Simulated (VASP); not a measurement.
# TiC (R-3m) in VASP: further runs

TiC is run at these levels: PBEsol; tasks: electric field gradients.

All numbers are computed with VASP 6.6.1; they aren't measurements. Logs are shortened: lines on timing, memory, paths and dates and some standing lists are left out, and cuts for length are marked.

### 1 The cell of the first run

The structure is trigonal, space group R-3m (No. 166). The conventional cell has a = 3.076 Å, b = 3.076 Å, c = 7.421 Å, α = 90.00°, β = 90.00°, γ = 120.00°. Ti (site symmetry -3m) has 6 C at 2.16 Å within 2.9 Å. C (site symmetry -3m) has 6 Ti at 2.16 Å within 2.9 Å.

### 2 Electric field gradients, PBEsol (equal xy, yz and zx shear strains of -1 %)

Input file INCAR:

```
ALGO = Normal
EDIFF = 1E-8
ENCUT = 520
GGA = PS
ISIF = 2
ISMEAR = -1
LASPH = T
LCHARG = F
LEFG = T
LREAL = F
LWAVE = F
NBANDS = 15
NELM = 60
PREC = Accurate
SIGMA = 0.03
```

Input file KPOINTS:

```
k-points
0
Gamma
  16 16 16
```

Input file POSCAR:

```
TiC
1.0
   -0.0216400000      2.1531800000      2.1531800000
    2.1531800000     -0.0216400000      2.1531800000
    2.1531800000      2.1531800000     -0.0216400000
Ti C
1 1
Direct
    0.0000000000      0.0000000000      0.0000000000
    0.5000000000      0.5000000000      0.5000000000
```

Potentials or basis: VASP PAW PBE potentials, release 64 (Ti_sv, C).

Command:

```bash
$ cat potpaw_PBE.64/Ti_sv/POTCAR potpaw_PBE.64/C/POTCAR > POTCAR
$ mpirun -np 1 vasp_std > vasp.out
```

OUTCAR:

```text
EDIFF = 1E-8
   ENCUT = 520
   GGA = PS
   ISIF = 2
   ISMEAR = -1
   LASPH = T
   LREAL = F
   NELM = 60
   PREC = Accurate

 ion  position               nearest neighbor table
   1  0.000  0.000  0.000-   2 2.16   2 2.16   2 2.16   2 2.16   2 2.16   2 2.16
   2  0.500  0.500  0.500-   1 2.16   1 2.16   1 2.16   1 2.16   1 2.16   1 2.16

  LATTYP: Found a trigonal (rhomboedric) cell.
 ALAT       =     3.0451332507
 COS(alpha) =     0.4899250057

  Lattice vectors:

 A1 = (  -0.0216400000,   2.1531800000,   2.1531800000)
 A2 = (   2.1531800000,  -0.0216400000,   2.1531800000)
 A3 = (   2.1531800000,   2.1531800000,  -0.0216400000)

Analysis of symmetry for initial positions (statically):
=====================================================================
 Subroutine PRICEL returns:
 Original cell was already a primitive cell.

 Routine SETGRP: Setting up the symmetry group for a
 trigonal (rhombohedral) supercell.

 Subroutine GETGRP returns: Found 12 space group operations
 (whereof 12 operations were pure point group operations)
 out of a pool of 12 trial point group operations.

The static configuration has the point symmetry D_3d.

Analysis of symmetry for dynamics (positions and initial velocities):
=====================================================================
 Subroutine PRICEL returns:
 Original cell was already a primitive cell.

 Routine SETGRP: Setting up the symmetry group for a
 trigonal (rhombohedral) supercell.

 Subroutine GETGRP returns: Found 12 space group operations
 (whereof 12 operations were pure point group operations)
 out of a pool of 12 trial point group operations.

The dynamic configuration has the point symmetry D_3d.

 Subroutine INISYM returns: Found 12 space group operations
 (whereof 12 operations are pure point group operations),
 and found     1 'primitive' translations

----------------------------------------------------------------------------------------

                                     Primitive cell

  volume of cell :      20.2660

  direct lattice vectors                    reciprocal lattice vectors
    -0.021640000  2.153180000  2.153180000    -0.228742952  0.231065216  0.231065216
     2.153180000 -0.021640000  2.153180000     0.231065216 -0.228742952  0.231065216
     2.153180000  2.153180000 -0.021640000     0.231065216  0.231065216 -0.228742952

  length of vectors
     3.045133251  3.045133251  3.045133251     0.398880441  0.398880441  0.398880441

  position of ions in fractional coordinates (direct lattice)
     0.000000000  0.000000000  0.000000000
     0.500000000  0.500000000  0.500000000

  ion indices of the primitive-cell ions
   primitive index   ion index
                 1           1
                 2           2

----------------------------------------------------------------------------------------

 KPOINTS: k-points

Automatic generation of k-mesh.
 Grid dimensions read from file:
 generate k-points for:   16   16   16

 Generating k-lattice:

  Cartesian coordinates                     Fractional coordinates (reciprocal lattice)
    -0.014296435  0.014441576  0.014441576     0.062500000 -0.000000000 -0.000000000
     0.014441576 -0.014296435  0.014441576    -0.000000000  0.062500000 -0.000000000
     0.014441576  0.014441576 -0.014296435    -0.000000000 -0.000000000  0.062500000

  Length of vectors
     0.024930028  0.024930028  0.024930028

  Shift w.r.t. Gamma in fractional coordinates (k-lattice)
     0.000000000  0.000000000  0.000000000

 Subroutine IBZKPT returns following result:
 ===========================================

 Found    417 irreducible k-points:

 Following reciprocal coordinates:
            Coordinates               Weight
  0.000000  0.000000  0.000000      1.000000
  0.062500  0.000000 -0.000000      6.000000
  0.125000  0.000000 -0.000000      6.000000
  0.187500  0.000000  0.000000      6.000000
  0.250000  0.000000 -0.000000      6.000000
  0.312500  0.000000 -0.000000      6.000000
[... 16 lines left out ...]
 -0.125000  0.062500  0.000000     12.000000
 -0.062500  0.062500  0.000000      6.000000
 [... further k-points ...]
   k-points           NKPTS =    417   k-points in BZ     NKDIM =    417   number of bands    NBANDS=     15
   number of dos      NEDOS =    301   number of ions     NIONS =      2
   total plane-waves  NPLWV =  13824
   dimension x,y,z NGX =    24 NGY =   24 NGZ =   24
   dimension x,y,z NGXF=    48 NGYF=   48 NGZF=   48
   ions per type =               1   1
   NGX,Y,Z   is equivalent  to a cutoff of  13.10, 13.10, 13.10 a.u.
   NGXF,Y,Z  is equivalent  to a cutoff of  26.21, 26.21, 26.21 a.u.
 SYSTEM =  unknown system
   PREC   = accura    normal or accurate (medium, high low for compatibility)
   ISTART =      0    job   : 0-new  1-cont  2-samecut
   ICHARG =      2    charge: 1-file 2-atom 10-const
   ISPIN  =      1    spin polarized calculation?
   LNONCOLLINEAR =      F non collinear calculations
   LSORBIT =      F    spin-orbit coupling
   LASPH  =      T    aspherical Exc in radial PAW
   ENCUT  =  520.0 eV  38.22 Ry    6.18 a.u.   5.66  5.66  5.66*2*pi/ulx,y,z
   NELM   =     60;   NELMIN=  2; NELMDL= -5     # of ELM steps
   EDIFF  = 0.1E-07   stopping-criterion for ELM
   LREAL  =      F    real-space projection
   EDIFFG = 0.1E-06   stopping-criterion for IOM
   NSW    =      0    number of steps for IOM
   IBRION =     -1    ionic relax: 0-MD 1-quasi-New 2-CG
   NFREE  =      0    steps in history (QN), initial steepest desc. (CG)
   ISIF   =      2    stress and relaxation
   ISYM   =      2    0-nonsym 1-usesym 2-fastsym
   POTIM  = 0.5000    time-step for ionic-motion
   TEBEG  =    0.0;   TEEND  =   0.0 temperature during run
   PSTRESS=    0.0 pullay stress
   NELECT =      16.0000    total number of electrons
   NUPDOWN=      -1.0000    fix difference up-down
   EMIN   =  10.00;   EMAX   =-10.00  energy-range for DOS
   EFERMI =   0.00;   METHOD = LEGACY
   ISMEAR =    -1;   SIGMA  =   0.03  broadening in eV -4-tet -1-fermi 0-gaus
   EFERMI_NEDOS =   21; number of points for ismear=-14 and -15
   IALGO  =     38    algorithm
   IMIX   =      4    mixing-type and parameters
     AMIX     =   0.40;   BMIX     =  1.00
     AMIX_MAG =   1.60;   BMIX_MAG =  1.00
  volume/ion in A,a.u.               =      10.13        68.38
  Fermi-wavevector in a.u.,A,eV,Ry     =   1.513068  2.859284 31.148837  2.289375
  Thomas-Fermi vector in A             =   2.622908
   LORBIT       =      0    0 simple, 1 ext, 2 COOP (PROOUT), +10 PAW based schemes
   GGA     = PS    functional components
   LHFCALC =     F    Hartree Fock is set to
   AEXX    =    0.0000 exact exchange contribution
   IVDW    =     0    specifies the selected vdW correction
   LEPSILON=     F    determine dielectric tensor
   LRPA    =     F    only Hartree local field effects (RPA)
 non-spin polarized calculation
  energy-cutoff  :      520.00
  volume of cell :       20.27
 maximum number of plane-waves:       560
   NGX = 11   NGY = 11   NGZ = 11

 number of electron      16.0000000 magnetization

 Free energy of the ion-electron system (eV)
  ---------------------------------------------------
  ext. energy  EPLUGINS =         0.00000000
  ---------------------------------------------------
  free energy    TOTEN  =       -19.79061001 eV

  energy without entropy =      -19.78954578  energy(sigma->0) =      -19.79007790

 E-fermi :   9.3202     XC(G=0): -12.8730

 val. band max:        9.3067564858   @ k =   0.4375   0.4375  -0.0000
 cond. band min:       9.3375632159   @ k =  -0.3125  -0.3125   0.0625
 fundamental gap:      0.0308067300
 Fermi energy:         9.3202414465

 k-point     1 :       0.0000    0.0000    0.0000
  band No.  band energies     occupation
      1     -46.9921      2.00000
      2     -23.1209      2.00000
      3     -23.1209      2.00000
      4     -23.1100      2.00000
      5      -3.0493      2.00000
      6       9.9455      0.00000
      7       9.9455      0.00000
      8      10.0909      0.00000
      9      10.9968      0.00000
     10      10.9968      0.00000
     11      11.0642      0.00000
     12      11.0642      0.00000
     13      11.1192      0.00000
     14      19.8434      0.00000
[... 401 lines left out ...]
      2     -23.1676      2.00000
      3     -23.1320      2.00000
      4     -23.1138      2.00000
      5      -2.8156      2.00000
      6       9.0791      1.99935
      7       9.2348      1.89053
      8       9.3554      0.47312
      9      10.1523      0.00000
     10      10.7279      0.00000
     11      11.6191      0.00000
     12      12.1568      0.00000
     13      13.0604      0.00000
     14      20.2459      0.00000
     15      23.3532      0.00000

 [... further k-points ...]

------------------------ aborting loop because EDIFF is reached ----------------------------------------

  FORCE on cell =-STRESS in cart. coord.  units (eV):
  Direction    XX          YY          ZZ          XY          YZ          ZX
  --------------------------------------------------------------------------------------
  -------------------------------------------------------------------------------------
  Total       -0.7420150     -0.7420150     -0.7420150      0.1934203      0.1934203      0.1934203
  in kB      -58.6616395    -58.6616395    -58.6616395     15.2912727     15.2912727     15.2912727
  external PRESSURE =     -58.6616395 kB  Pullay stress =       0.0000000 kB

 VOLUME and BASIS-vectors are now :
 -----------------------------------------------------------------------------
  energy-cutoff  :      520.00
  volume of cell :       20.27
      direct lattice vectors                 reciprocal lattice vectors
    -0.021640000  2.153180000  2.153180000    -0.228742952  0.231065216  0.231065216
     2.153180000 -0.021640000  2.153180000     0.231065216 -0.228742952  0.231065216
     2.153180000  2.153180000 -0.021640000     0.231065216  0.231065216 -0.228742952

 POSITION                                       TOTAL-FORCE (eV/Angst)
 -----------------------------------------------------------------------------------
      0.00000      0.00000      0.00000        -0.000000     -0.000000     -0.000000
      2.14236      2.14236      2.14236         0.000000      0.000000      0.000000
 -----------------------------------------------------------------------------------
    total drift:                                0.000000     -0.000000     -0.000000

  FREE ENERGIE OF THE ION-ELECTRON SYSTEM (eV)
  ---------------------------------------------------
  free  energy   TOTEN  =       -19.7906100134 eV

  energy  without entropy=      -19.7895457805  energy(sigma->0) =      -19.79007790

 Electric field gradients (V/A^2)
---------------------------------------------------------------------
 ion       V_xx      V_yy      V_zz      V_xy      V_xz      V_yz
---------------------------------------------------------------------
   1       0.000    -0.000    -0.000     0.311     0.311     0.311
   2      -0.000     0.000     0.000     0.591     0.591     0.591
---------------------------------------------------------------------

 Electric field gradients after diagonalization (V/A^2)
 (convention: |V_zz| > |V_xx| > |V_yy|)
----------------------------------------------------------------------
 ion       V_xx      V_yy      V_zz     asymmetry (V_yy - V_xx)/ V_zz
----------------------------------------------------------------------
   1      -0.311    -0.311     0.621       0.000
   2      -0.591    -0.591     1.182       0.000
----------------------------------------------------------------------

           NMR quadrupolar parameters

 Cq : quadrupolar parameter    Cq=e*Q*V_zz/h
 eta: asymmetry parameters     (V_yy - V_xx)/ V_zz
 Q  : nuclear electric quadrupole moment in mb (millibarn)
----------------------------------------------------------------------
 ion       Cq(MHz)       eta       Q (mb)
----------------------------------------------------------------------
   1       0.002       0.000       1.000
   2       0.003       0.000       1.000
----------------------------------------------------------------------
```

Wall time 78 s (1 thread of Intel Xeon 6975P-C, shared host); peak memory 0.25 GiB.

Results:

* Free energy: -19.7906 eV
* Pressure: -5.9 GPa
* Band gap on the k mesh: zero (band 8 reaches 10.09 eV, above the bottom of band 9 at 8.98 eV)

Stress tensor (GPa, compression positive):
```
-5.87  1.53  1.53
 1.53 -5.87  1.53
 1.53  1.53 -5.87
```

Electric field gradients, principal values (V/Å²):
| atom | least | middle | greatest (by size) |
| --- | --- | --- | --- |
| 1 Ti | -0.311 | -0.311 | 0.621 |
| 2 C | -0.591 | -0.591 | 1.182 |

Caveat: the cell differs from its parent crystal (equal xy, yz and zx shear strains of -1 %); without QUAD_EFG the Cq values of the log hold for a quadrupole moment of 1 mb, not for the nuclei; the PAW data sets were made with another functional, which shifts forces and pressure a little.

### 3 Electric field gradients, PBEsol (equal xy, yz and zx shear strains of +2 %)

Input file INCAR:

```
SYSTEM = TiC
  PREC = Accurate
  ENCUT = 520
  EDIFF = 1E-8
  ISMEAR = -1
  SIGMA = 0.03
  LREAL = .FALSE.
  LASPH = .TRUE.
  NELM = 60
  ALGO = Normal
  ISIF = 2
  LWAVE = .FALSE.
  LCHARG = .FALSE.
  GGA = PS
  LEFG = .TRUE.
  NBANDS = 15
```

Input file KPOINTS:

```
regular mesh
0
G
  16 16 16
  0 0 0
```

Input file POSCAR:

```
TiC
1.0
    0.0432800000      2.1856400000      2.1856400000
    2.1856400000      0.0432800000      2.1856400000
    2.1856400000      2.1856400000      0.0432800000
Ti C
1 1
Direct
    0.0000000000      0.0000000000      0.0000000000
    0.5000000000      0.5000000000      0.5000000000
```

Potentials or basis: VASP PAW PBE potentials, release 64 (Ti_sv, C).

Command:

```bash
$ cat potpaw_PBE.64/Ti_sv/POTCAR potpaw_PBE.64/C/POTCAR > POTCAR
$ mpirun -np 1 vasp_std > vasp.out
```

OUTCAR:

```text
SYSTEM = TiC
   PREC = Accurate
   ENCUT = 520
   EDIFF = 1E-8
   ISMEAR = -1
   LREAL = .FALSE.
   LASPH = .TRUE.
   NELM = 60
   ISIF = 2
   GGA = PS

 ion  position               nearest neighbor table
   1  0.000  0.000  0.000-   2 2.16   2 2.16   2 2.16   2 2.16   2 2.16   2 2.16
   2  0.500  0.500  0.500-   1 2.16   1 2.16   1 2.16   1 2.16   1 2.16   1 2.16

  LATTYP: Found a trigonal (rhomboedric) cell.
 ALAT       =     3.0912647214
 COS(alpha) =     0.5197000882

  Lattice vectors:

 A1 = (   0.0432800000,   2.1856400000,   2.1856400000)
 A2 = (   2.1856400000,   0.0432800000,   2.1856400000)
 A3 = (   2.1856400000,   2.1856400000,   0.0432800000)

Analysis of symmetry for initial positions (statically):
=====================================================================
 Subroutine PRICEL returns:
 Original cell was already a primitive cell.

 Routine SETGRP: Setting up the symmetry group for a
 trigonal (rhombohedral) supercell.

[... 621 lines left out ...]
     0.043280000  2.185640000  2.185640000    -0.235675592  0.231099367  0.231099367
     2.185640000  0.043280000  2.185640000     0.231099367 -0.235675592  0.231099367
     2.185640000  2.185640000  0.043280000     0.231099367  0.231099367 -0.235675592

 POSITION                                       TOTAL-FORCE (eV/Angst)
 -----------------------------------------------------------------------------------
      0.00000      0.00000      0.00000         0.000000      0.000000      0.000000
      2.20728      2.20728      2.20728         0.000000     -0.000000     -0.000000
 -----------------------------------------------------------------------------------
    total drift:                                0.000000     -0.000000     -0.000000

  FREE ENERGIE OF THE ION-ELECTRON SYSTEM (eV)
  ---------------------------------------------------
  free  energy   TOTEN  =       -19.7813667136 eV

  energy  without entropy=      -19.7804674622  energy(sigma->0) =      -19.78091709

 Electric field gradients (V/A^2)
---------------------------------------------------------------------
 ion       V_xx      V_yy      V_zz      V_xy      V_xz      V_yz
---------------------------------------------------------------------
   1      -0.000     0.000    -0.000    -0.291    -0.291    -0.291
   2      -0.000     0.000     0.000    -0.981    -0.981    -0.981
---------------------------------------------------------------------

 Electric field gradients after diagonalization (V/A^2)
 (convention: |V_zz| > |V_xx| > |V_yy|)
----------------------------------------------------------------------
 ion       V_xx      V_yy      V_zz     asymmetry (V_yy - V_xx)/ V_zz
----------------------------------------------------------------------
   1       0.291     0.291    -0.583       0.000
   2       0.981     0.981    -1.961       0.000
----------------------------------------------------------------------

           NMR quadrupolar parameters

 Cq : quadrupolar parameter    Cq=e*Q*V_zz/h
 eta: asymmetry parameters     (V_yy - V_xx)/ V_zz
 Q  : nuclear electric quadrupole moment in mb (millibarn)
----------------------------------------------------------------------
 ion       Cq(MHz)       eta       Q (mb)
----------------------------------------------------------------------
   1      -0.001       0.000       1.000
   2      -0.005       0.000       1.000
----------------------------------------------------------------------
```

OSZICAR:

```text
N       E                     dE             d eps       ncg     rms          rms(c)
DAV:   1     0.116562883935E+03    0.11656E+03   -0.79511E+03 12563   0.128E+03
DAV:   2    -0.177283691261E+02   -0.13429E+03   -0.12585E+03 13399   0.333E+02
DAV:   3    -0.249667968645E+02   -0.72384E+01   -0.71120E+01 16096   0.765E+01
DAV:   4    -0.251928875099E+02   -0.22609E+00   -0.22590E+00 15746   0.126E+01
DAV:   5    -0.251985900048E+02   -0.57025E-02   -0.57014E-02 16337   0.175E+00    0.184E+01
DAV:   6    -0.203774590827E+02    0.48211E+01   -0.11152E+01 17839   0.560E+01    0.670E+00
DAV:   7    -0.198259287958E+02    0.55153E+00   -0.19429E+00 14719   0.198E+01    0.499E+00
DAV:   8    -0.197930773561E+02    0.32851E-01   -0.11091E-01 14278   0.376E+00    0.310E+00
DAV:   9    -0.197857706737E+02    0.73067E-02   -0.92908E-02 16303   0.387E+00    0.849E-01
DAV:  10    -0.197836072840E+02    0.21634E-02   -0.10599E-02 16880   0.145E+00    0.674E-01
DAV:  11    -0.197814303615E+02    0.21769E-02   -0.36673E-03 14477   0.853E-01    0.134E-01
DAV:  12    -0.197813787953E+02    0.51566E-04   -0.27079E-04 14883   0.159E-01    0.474E-02
DAV:  13    -0.197813669577E+02    0.11838E-04   -0.26246E-05 15296   0.419E-02    0.586E-03
DAV:  14    -0.197813669739E+02   -0.16267E-07   -0.65862E-07 14996   0.676E-03    0.414E-03
DAV:  15    -0.197813667417E+02    0.23226E-06   -0.22416E-07 16327   0.810E-03    0.168E-03
DAV:  16    -0.197813666956E+02    0.46078E-07   -0.38287E-08 13742   0.230E-03    0.486E-04
DAV:  17    -0.197813667080E+02   -0.12445E-07   -0.16945E-09  8152   0.429E-04    0.884E-05
DAV:  18    -0.197813667136E+02   -0.56091E-08   -0.43474E-10  7305   0.229E-04
   1 F= -.19781367E+02 E0= -.19780917E+02  d E =-.899251E-03
```

Run time: 73 s. Hardware: 1 thread of Intel Xeon 6975P-C, shared host; peak memory 0.25 GiB.

Results:

```yaml
Free_energy: -19.7814 eV
Pressure: -5.8 GPa
Band_gap_on_the_k_mesh: zero (band 8 reaches 10.09 eV, above the bottom of band 9 at 9.04 eV)
```

Levels at points of the mesh, in eV from the Fermi level:
| k point | band 5 | band 6 | band 7 | band 8 | band 9 | band 10 | band 11 | band 12 |
| --- | --- | --- | --- | --- | --- | --- | --- | --- |
| (0.00, 0.00, 0.00) | -12.38 | 0.47 | 0.75 | 0.75 | 1.53 | 1.74 | 1.74 | 1.79 |
| (0.50, 0.00, 0.00) | -8.79 | -5.89 | -3.10 | -2.82 | 2.82 | 3.05 | 4.19 | 8.08 |
| (0.50, 0.50, 0.00) | -10.07 | -3.45 | -1.68 | -0.15 | 0.11 | 2.74 | 3.53 | 3.54 |
| (0.50, 0.50, 0.50) | -9.00 | -5.90 | -2.73 | -2.73 | 2.85 | 2.85 | 3.99 | 8.14 |

Electric field gradients, principal values (V/Å²):
| atom | least | middle | greatest (by size) |
| --- | --- | --- | --- |
| 1 Ti | 0.291 | 0.291 | -0.583 |
| 2 C | 0.981 | 0.981 | -1.961 |

Caveat: the cell differs from its parent crystal (equal xy, yz and zx shear strains of +2 %); without QUAD_EFG the Cq values of the log hold for a quadrupole moment of 1 mb, not for the nuclei; the PAW data sets were made with another functional, which shifts forces and pressure a little.
